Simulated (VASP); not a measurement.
# Al2Cu (P4/mmm) in VASP: a series of runs

Aim: see how the results for Al2Cu move with the level of theory and the settings. Levels: PBEsol, PBE. Tasks: relaxation of cell and atoms.

Program: VASP 6.6.1. These are calculated values, not measurements. Logs are shortened: lines on timing, memory, paths and dates and some standing lists are left out, and cuts for length are marked.

### Step 1. The cell of the first run

Symmetry: P4/mmm, No. 123, tetragonal system. The conventional cell has a = 4.105 Å, b = 4.105 Å, c = 2.891 Å, α = 90.00°, β = 90.00°, γ = 90.00°. Al (site symmetry mmm) has 4 Cu at 2.51 Å and 6 Al at 2.89 to 2.90 Å within 3.3 Å. Cu (site symmetry 4/mmm) has 8 Al at 2.51 Å and 2 Cu at 2.89 Å within 3.3 Å.

### Step 2. Relaxation of cell and atoms, PBEsol

INCAR

```
SYSTEM = Al2Cu
ALGO = Fast
EDIFF = 1E-7
EDIFFG = -0.01
ENCUT = 600
GGA = PS
IBRION = 2
ISIF = 3
ISMEAR = 0
LASPH = .TRUE.
LCHARG = .FALSE.
LREAL = .FALSE.
LWAVE = .FALSE.
NELM = 80
NSW = 80
PREC = Accurate
SIGMA = 0.1
```

KPOINTS

```
k-points
0
G
  10 10 14
  0 0 0
```

POSCAR

```
Al2Cu
1.0
    4.1051820000      0.0000000000      0.0000000000
    0.0000000000      4.1051820000      0.0000000000
    0.0000000000      0.0000000000      2.8913130000
Al Cu
2 1
Direct
    0.5000000000      0.0000000000      0.5000000000
    0.0000000000      0.5000000000      0.5000000000
    0.0000000000      0.0000000000      0.0000000000
```

Potentials or basis: VASP PAW PBE potentials, release 64 (Al, Cu).

Started as:

```console
$ cat potpaw_PBE.64/Al/POTCAR potpaw_PBE.64/Cu/POTCAR > POTCAR
$ mpirun -np 1 vasp_std > vasp.out
```

OUTCAR:

```text
SYSTEM = Al2Cu
   EDIFF = 1E-7
   EDIFFG = -0.01
   ENCUT = 600
   GGA = PS
   IBRION = 2
   ISIF = 3
   ISMEAR = 0
   LASPH = .TRUE.
   LREAL = .FALSE.
   NELM = 80
   NSW = 80
   PREC = Accurate

 ion  position               nearest neighbor table
   1  0.500  0.000  0.500-   3 2.51   3 2.51   3 2.51   3 2.51   2 2.90   2 2.90   2 2.90   2 2.90

   2  0.000  0.500  0.500-   3 2.51   3 2.51   3 2.51   3 2.51   1 2.90   1 2.90   1 2.90   1 2.90

   3  0.000  0.000  0.000-   1 2.51   2 2.51   1 2.51   2 2.51   2 2.51   2 2.51   1 2.51   1 2.51

  LATTYP: Found a simple tetragonal cell.
 ALAT       =     4.1051820000
 C/A-ratio  =     0.7043081159

  Lattice vectors:

 A1 = (   4.1051820000,   0.0000000000,   0.0000000000)
 A2 = (   0.0000000000,   4.1051820000,   0.0000000000)
 A3 = (   0.0000000000,   0.0000000000,   2.8913130000)

Analysis of symmetry for initial positions (statically):
=====================================================================
 Subroutine PRICEL returns:
 Original cell was already a primitive cell.

 Routine SETGRP: Setting up the symmetry group for a
 simple tetragonal supercell.

 Subroutine GETGRP returns: Found 16 space group operations
 (whereof 16 operations were pure point group operations)
 out of a pool of 16 trial point group operations.

The static configuration has the point symmetry D_4h.

Analysis of symmetry for dynamics (positions and initial velocities):
=====================================================================
 Subroutine PRICEL returns:
 Original cell was already a primitive cell.

 Routine SETGRP: Setting up the symmetry group for a
 simple tetragonal supercell.

 Subroutine GETGRP returns: Found 16 space group operations
 (whereof 16 operations were pure point group operations)
 out of a pool of 16 trial point group operations.

The dynamic configuration has the point symmetry D_4h.

 Subroutine INISYM returns: Found 16 space group operations
 (whereof 16 operations are pure point group operations),
 and found     1 'primitive' translations

----------------------------------------------------------------------------------------

                                     Primitive cell

  volume of cell :      48.7259

  direct lattice vectors                    reciprocal lattice vectors
     4.105182000  0.000000000  0.000000000     0.243594559  0.000000000  0.000000000
     0.000000000  4.105182000  0.000000000     0.000000000  0.243594559  0.000000000
     0.000000000  0.000000000  2.891313000     0.000000000  0.000000000  0.345863627

  length of vectors
     4.105182000  4.105182000  2.891313000     0.243594559  0.243594559  0.345863627

  position of ions in fractional coordinates (direct lattice)
     0.500000000  0.000000000  0.500000000
     0.000000000  0.500000000  0.500000000
     0.000000000  0.000000000  0.000000000

  ion indices of the primitive-cell ions
   primitive index   ion index
                 1           1
                 2           2
                 3           3

----------------------------------------------------------------------------------------

 KPOINTS: k-points

Automatic generation of k-mesh.
 Grid dimensions read from file:
 generate k-points for:   10   10   14

 Generating k-lattice:

  Cartesian coordinates                     Fractional coordinates (reciprocal lattice)
     0.024359456  0.000000000  0.000000000     0.100000000  0.000000000  0.000000000
     0.000000000  0.024359456  0.000000000     0.000000000  0.100000000  0.000000000
     0.000000000  0.000000000  0.024704545     0.000000000  0.000000000  0.071428571

  Length of vectors
     0.024359456  0.024359456  0.024704545

  Shift w.r.t. Gamma in fractional coordinates (k-lattice)
     0.000000000  0.000000000  0.000000000

 Subroutine IBZKPT returns following result:
 ===========================================

 Found    168 irreducible k-points:

 Following reciprocal coordinates:
            Coordinates               Weight
  0.000000  0.000000  0.000000      1.000000
  0.100000  0.000000  0.000000      4.000000
  0.200000  0.000000  0.000000      4.000000
  0.300000  0.000000  0.000000      4.000000
  0.400000  0.000000  0.000000      4.000000
  0.500000  0.000000  0.000000      2.000000
[... 16 lines left out ...]
  0.100000  0.000000  0.071429      8.000000
  0.200000  0.000000  0.071429      8.000000
 [... further k-points ...]
   k-points           NKPTS =    168   k-points in BZ     NKDIM =    168   number of bands    NBANDS=     12
   number of dos      NEDOS =    301   number of ions     NIONS =      3
   total plane-waves  NPLWV =  31104
   dimension x,y,z NGX =    36 NGY =   36 NGZ =   24
   dimension x,y,z NGXF=    72 NGYF=   72 NGZF=   48
   ions per type =               2   1
   NGX,Y,Z   is equivalent  to a cutoff of  14.58, 14.58, 13.80 a.u.
   NGXF,Y,Z  is equivalent  to a cutoff of  29.16, 29.16, 27.60 a.u.
 SYSTEM =  Al2Cu
   PREC   = accura    normal or accurate (medium, high low for compatibility)
   ISTART =      0    job   : 0-new  1-cont  2-samecut
   ICHARG =      2    charge: 1-file 2-atom 10-const
   ISPIN  =      1    spin polarized calculation?
   LNONCOLLINEAR =      F non collinear calculations
   LSORBIT =      F    spin-orbit coupling
   LASPH  =      T    aspherical Exc in radial PAW
   ENCUT  =  600.0 eV  44.10 Ry    6.64 a.u.   8.20  8.20  5.77*2*pi/ulx,y,z
   NELM   =     80;   NELMIN=  2; NELMDL= -5     # of ELM steps
   EDIFF  = 0.1E-06   stopping-criterion for ELM
   LREAL  =      F    real-space projection
   EDIFFG = -.1E-01   stopping-criterion for IOM
   NSW    =     80    number of steps for IOM
   IBRION =      2    ionic relax: 0-MD 1-quasi-New 2-CG
   NFREE  =      1    steps in history (QN), initial steepest desc. (CG)
   ISIF   =      3    stress and relaxation
   ISYM   =      2    0-nonsym 1-usesym 2-fastsym
   POTIM  = 0.5000    time-step for ionic-motion
   TEBEG  =    0.0;   TEEND  =   0.0 temperature during run
   PSTRESS=    0.0 pullay stress
   NELECT =      17.0000    total number of electrons
   NUPDOWN=      -1.0000    fix difference up-down
   EMIN   =  10.00;   EMAX   =-10.00  energy-range for DOS
   EFERMI =   0.00;   METHOD = LEGACY
   ISMEAR =     0;   SIGMA  =   0.10  broadening in eV -4-tet -1-fermi 0-gaus
   EFERMI_NEDOS =   21; number of points for ismear=-14 and -15
   IALGO  =     68    algorithm
   IMIX   =      4    mixing-type and parameters
     AMIX     =   0.40;   BMIX     =  1.00
     AMIX_MAG =   1.60;   BMIX_MAG =  1.00
  volume/ion in A,a.u.               =      16.24       109.61
  Fermi-wavevector in a.u.,A,eV,Ry     =   1.152492  2.177894 18.071765  1.328237
  Thomas-Fermi vector in A             =   2.289142
   LORBIT       =      0    0 simple, 1 ext, 2 COOP (PROOUT), +10 PAW based schemes
   GGA     = PS    functional components
   LHFCALC =     F    Hartree Fock is set to
   AEXX    =    0.0000 exact exchange contribution
   IVDW    =     0    specifies the selected vdW correction
   LEPSILON=     F    determine dielectric tensor
   LRPA    =     F    only Hartree local field effects (RPA)
 conjugate gradient relaxation of ions
 non-spin polarized calculation
 RMM-DIIS sequential band-by-band and
 Gauss-broadening in eV      SIGMA  =   0.10
  energy-cutoff  :      600.00
  volume of cell :       48.73
 maximum number of plane-waves:      1662
 NGX is ok and might be reduce to    36
   NGX = 17   NGY = 17   NGZ = 11

--------------------------------------- Ionic step        1  -------------------------------------------

 number of electron      16.9999992 magnetization

 Free energy of the ion-electron system (eV)
  ---------------------------------------------------
  ext. energy  EPLUGINS =         0.00000000
  ---------------------------------------------------
  free energy    TOTEN  =       -12.56124266 eV

  energy without entropy =      -12.55663006  energy(sigma->0) =      -12.55893636

------------------------ aborting loop because EDIFF is reached ----------------------------------------

  FORCE on cell =-STRESS in cart. coord.  units (eV):
  Direction    XX          YY          ZZ          XY          YZ          ZX
  --------------------------------------------------------------------------------------
  -------------------------------------------------------------------------------------
  Total       -0.5781952     -0.5781952     -0.8737805      0.0000000      0.0000000      0.0000000
  in kB      -19.0118841    -19.0118841    -28.7311483      0.0000000      0.0000000      0.0000000
  external PRESSURE =     -22.2516388 kB  Pullay stress =       0.0000000 kB
[... 170 lines left out ...]
  energy  without entropy=      -12.5650481393  energy(sigma->0) =      -12.56737928

--------------------------------------- Ionic step        6  -------------------------------------------

 number of electron      16.9999991 magnetization

 Free energy of the ion-electron system (eV)
  ---------------------------------------------------
  ext. energy  EPLUGINS =         0.00000000
  ---------------------------------------------------
  free energy    TOTEN  =       -12.56985460 eV

  energy without entropy =      -12.56519013  energy(sigma->0) =      -12.56752237

 E-fermi :   7.2872     XC(G=0): -10.5822

 val. band max:        7.2757700374   @ k =   0.4000   0.4000   0.4286
 cond. band min:       7.3042261184   @ k =   0.2000   0.1000   0.5000
 fundamental gap:      0.0284560809
 Fermi energy:         7.2872194130

 k-point     1 :       0.0000    0.0000    0.0000
  band No.  band energies     occupation
      1      -3.3822      2.00000
      2       1.7726      2.00000
      3       2.2823      2.00000
      4       2.9654      2.00000
      5       3.1828      2.00000
      6       3.1828      2.00000
      7       4.8387      2.00000
      8       4.8387      2.00000
      9       7.2137      1.70181
     10       8.1252      0.00000
     11      13.4670      0.00000
     12      13.5837      0.00000
[... 331 lines left out ...]
 k-point    24 :       0.2000    0.0000    0.0714
  band No.  band energies     occupation
      1      -2.9509      2.00000
      2       1.5017      2.00000
      3       2.2550      2.00000
      4       2.8860      2.00000
      5       3.0313      2.00000
      6       3.1013      2.00000
      7       3.6168      2.00000
      8       5.3626      2.00000
      9       7.8452      0.00000
     10      10.2802      0.00000
     11      11.1528      0.00000
     12      11.6134      0.00000

 [... further k-points ...]

------------------------ aborting loop because EDIFF is reached ----------------------------------------

  FORCE on cell =-STRESS in cart. coord.  units (eV):
  Direction    XX          YY          ZZ          XY          YZ          ZX
  --------------------------------------------------------------------------------------
  -------------------------------------------------------------------------------------
  Total        0.0119058      0.0119058     -0.0122654      0.0000000      0.0000000      0.0000000
  in kB        0.4007247      0.4007247     -0.4128295      0.0000000      0.0000000      0.0000000
  external PRESSURE =       0.1295399 kB  Pullay stress =       0.0000000 kB
[... 18 lines left out ...]
  FREE ENERGIE OF THE ION-ELECTRON SYSTEM (eV)
  ---------------------------------------------------
  free  energy   TOTEN  =       -12.5698545982 eV

  energy  without entropy=      -12.5651901335  energy(sigma->0) =      -12.56752237

 reached required accuracy - stopping structural energy minimisation
```

Wall time 5.3 min (1 thread of AMD EPYC 9R45 (Zen 5), shared host); peak memory 0.26 GiB.

What came out:

```
Free energy                           : -12.5699 eV
Relaxed volume                        : 15.87 Å³/atom
Relaxed cell                          : a = 4.086 Å, b = 4.086 Å, c = 2.851 Å, α = 90.00°, β = 90.00°, γ = 90.00°
Space group after relaxing (to 0.1 Å) : P4/mmm (No. 123)
Energy gained by relaxing             : 2.9 meV/atom
Ionic steps                           : 6
Pressure after relaxing               : 0.0 GPa
Band gap on the k mesh                : zero (an odd number of electrons rules out a gap without spin polarisation)
```

Step by step:
| step | energy change (eV) | largest force (eV/Å) | pressure (GPa) | volume (Å³) |
| --- | --- | --- | --- | --- |
| 1 | 0.0000 | 0.0000 | -2.23 | 48.73 |
| 2 | -0.0070 | 0.0000 | 0.98 | 47.15 |
| 3 | -0.0082 | 0.0000 | 0.01 | 47.59 |
| 4 | -0.0082 | 0.0000 | 0.07 | 47.57 |
| 5 | -0.0085 | 0.0000 | 0.04 | 47.59 |
| 6 | -0.0086 | 0.0000 | 0.01 | 47.60 |

Final structure:
```xyz
3
Lattice="4.0864 0.0000 0.0000 0.0000 4.0864 0.0000 0.0000 0.0000 2.8507" Properties=species:S:1:pos:R:3 pbc="T T T"
Al    2.0432    0.0000    1.4253
Al    0.0000    2.0432    1.4253
Cu    0.0000    0.0000    0.0000
```

Caveat: the highest band is partly filled, so the run has too few bands; the PAW data sets were made with another functional, which shifts forces and pressure a little.

### Step 3. Relaxation of cell and atoms, PBE

INCAR

```
PREC = Accurate
ENCUT = 600
EDIFF = 1E-6
ISMEAR = 0
SIGMA = 0.1
LREAL = False
LASPH = True
NELM = 80
ALGO = Fast
ISIF = 3
LWAVE = False
LCHARG = False
GGA = PE
IBRION = 2
NSW = 80
EDIFFG = -0.01
```

KPOINTS

```
regular mesh
0
Gamma
  10 10 14
```

POSCAR is that of step 2.

Potentials or basis: VASP PAW PBE potentials, release 64 (Al, Cu).

Started as:

```console
$ cat potpaw_PBE.64/Al/POTCAR potpaw_PBE.64/Cu/POTCAR > POTCAR
$ mpirun -np 1 vasp_std > vasp.out
```

Run time: 5 min. Hardware: 1 thread of AMD EPYC 9R45 (Zen 5), shared host; peak memory 0.25 GiB.

It converged, with:

- Free energy: -11.2977 eV
- Relaxed volume: 16.36 Å³/atom
- Relaxed cell: a = 4.124 Å, b = 4.124 Å, c = 2.887 Å, α = 90.00°, β = 90.00°, γ = 90.00°
- Space group after relaxing (to 0.1 Å): P4/mmm (No. 123)
- Energy gained by relaxing: 0.4 meV/atom
- Ionic steps: 8
- Pressure after relaxing: 0.1 GPa

The path:
```csv
step,energy change (eV),largest force (eV/Å),pressure (GPa),volume (Å³)
1,0.0000,0.0000,1.70,48.73
2,0.0030,0.0000,-1.84,49.95
3,-0.0008,0.0000,0.02,49.16
4,-0.0008,0.0000,-0.30,49.18
5,-0.0009,0.0000,0.12,48.99
6,-0.0009,0.0000,0.13,49.07
7,-0.0010,0.0000,0.07,49.08
8,-0.0011,0.0000,0.06,49.09
```

Final structure:
```yaml
crystal:
  lattice:
    - [4.12350, 0.00000, 0.00000]
    - [0.00000, 4.12350, 0.00000]
    - [0.00000, 0.00000, 2.88722]
  atoms:
    - { symbol: Al, position: [0.50000, 0.00000, 0.50000] }
    - { symbol: Al, position: [0.00000, 0.50000, 0.50000] }
    - { symbol: Cu, position: [0.00000, 0.00000, 0.00000] }
```

Levels at points of the mesh, in eV from the Fermi level:
```tsv
k point	band 5	band 6	band 7	band 8	band 9	band 10	band 11	band 12
(0.00, 0.00, 0.00)	-3.97	-3.97	-2.35	-2.35	-0.15	0.92	6.08	6.09
(0.50, 0.00, 0.00)	-4.25	-4.00	-3.97	-1.05	1.54	1.73	1.86	7.46
(0.50, 0.50, 0.00)	-4.29	-4.14	-4.00	-4.00	-2.38	8.52	8.52	9.41
(0.00, 0.00, 0.50)	-4.69	-4.00	-2.94	2.46	2.53	2.53	2.80	2.80
(0.50, 0.00, 0.50)	-4.08	-4.05	-2.99	-2.41	-1.67	3.66	4.02	4.35
(0.50, 0.50, 0.50)	-3.84	-3.40	-2.22	-2.22	-0.84	-0.79	-0.08	-0.08
```

Caveat: the highest band is partly filled, so the run has too few bands.

### Step 4. Relaxation of cell and atoms, PBE

INCAR

```
SYSTEM = Al2Cu
  PREC = Accurate
  ENCUT = 600
  EDIFF = 1E-7
  ISMEAR = 0
  SIGMA = 0.1
  LREAL = .False.
  LASPH = .True.
  NELM = 80
  ALGO = Fast
  ISIF = 3
  LWAVE = .False.
  LCHARG = .False.
  GGA = PE
  IBRION = 2
  NSW = 80
  EDIFFG = -0.01
```

KPOINTS

```
regular mesh
0
Gamma
  10 10 14
  0 0 0
```

POSCAR is that of step 3.

Started as:

```console
$ cat potpaw_PBE.64/Al/POTCAR potpaw_PBE.64/Cu/POTCAR > POTCAR
$ mpirun -np 1 vasp_std > vasp.out
```

It took 4.5 min on 1 thread of AMD EPYC 9R45 (Zen 5), shared host; peak memory 0.25 GiB.

Results (log left out):

```
Free energy                           : -11.2977 eV
Relaxed volume                        : 16.36 Å³/atom
Relaxed cell                          : a = 4.123 Å, b = 4.123 Å, c = 2.887 Å, α = 90.00°, β = 90.00°, γ = 90.00°
Space group after relaxing (to 0.1 Å) : P4/mmm (No. 123)
Energy gained by relaxing             : 0.4 meV/atom
Ionic steps                           : 6
Pressure after relaxing               : 0.1 GPa
```

The path:
```tsv
step	energy change (eV)	largest force (eV/Å)	pressure (GPa)	volume (Å³)
1	0.0000	0.0000	0.88	48.73
2	-0.0006	0.0000	-0.51	49.36
3	-0.0009	0.0000	-0.08	49.10
4	-0.0009	0.0000	0.06	49.08
5	-0.0010	0.0000	0.02	49.08
6	-0.0011	0.0000	0.09	49.08
```

Final structure:
```cif
data_structure
_symmetry_space_group_name_H-M 'P 1'
_symmetry_Int_Tables_number 1
_cell_length_a 4.1232
_cell_length_b 4.1232
_cell_length_c 2.8869
_cell_angle_alpha 90.000
_cell_angle_beta 90.000
_cell_angle_gamma 90.000
_cell_volume 49.08
loop_
_atom_site_label
_atom_site_type_symbol
_atom_site_fract_x
_atom_site_fract_y
_atom_site_fract_z
_atom_site_occupancy
Al1 Al 0.50000 0.00000 0.50000 1
Al2 Al 0.00000 0.50000 0.50000 1
Cu1 Cu 0.00000 0.00000 0.00000 1
```

Levels at points of the mesh, in eV from the Fermi level:
```
           k point  band 5  band 6  band 7  band 8  band 9  band 10  band 11  band 12
(0.00, 0.00, 0.00)   -3.97   -3.97   -2.35   -2.35   -0.15     0.92     6.08     6.09
(0.50, 0.00, 0.00)   -4.25   -4.00   -3.97   -1.05    1.54     1.73     1.86     7.47
(0.50, 0.50, 0.00)   -4.29   -4.14   -4.00   -4.00   -2.38     8.52     8.52     9.41
(0.00, 0.00, 0.50)   -4.69   -4.00   -2.94    2.46    2.53     2.53     2.80     2.80
(0.50, 0.00, 0.50)   -4.08   -4.06   -2.99   -2.41   -1.67     3.66     4.02     4.35
(0.50, 0.50, 0.50)   -3.84   -3.40   -2.22   -2.22   -0.84    -0.79    -0.08    -0.08
```

Caveat: the highest band is partly filled, so the run has too few bands.

The gap in the log of VASP goes by the Fermi energy; the results here count the filled bands.